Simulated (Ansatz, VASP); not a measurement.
Two plane-wave programs on La2O3

```
La O
1.0
     4.04049    0.00000    0.00000
     0.00000    4.04049    0.00000
     0.00000    0.00000    5.99280
La O
2 3
Direct
  0.00000 0.00000 0.83134
  0.50000 0.50000 0.24481
  0.50000 0.50000 0.62054
  0.50000 0.00000 0.04737
  0.00000 0.50000 0.04737
```

Alike in both runs: task relaxation of cell and atoms; functional PBE; k mesh 8 × 8 × 6; occupations gaussian, width 0.02 eV; no spin polarisation.

|  | VASP | Ansatz |
| --- | --- | --- |
| version | VASP 6.6.1 | Ansatz 0.2.0 |
| potentials or method | VASP PAW PBE potentials, release 64 (La, O), cutoff 600 eV | scalar-relativistic, plane waves, PAW |
| valence electrons in the cell | 40 | 40 |

```tsv
	VASP	Ansatz	Ansatz less VASP
gap on the k mesh at the Fermi level, each at its own relaxed structure (eV)	1.96	1.96	-0.001
relaxed volume (Å³/atom)	19.39	19.48	+0.091
relaxed cell length with the largest relative difference (Å)	4.025	4.033	+0.0077
```

Spin-orbit coupling is off throughout.
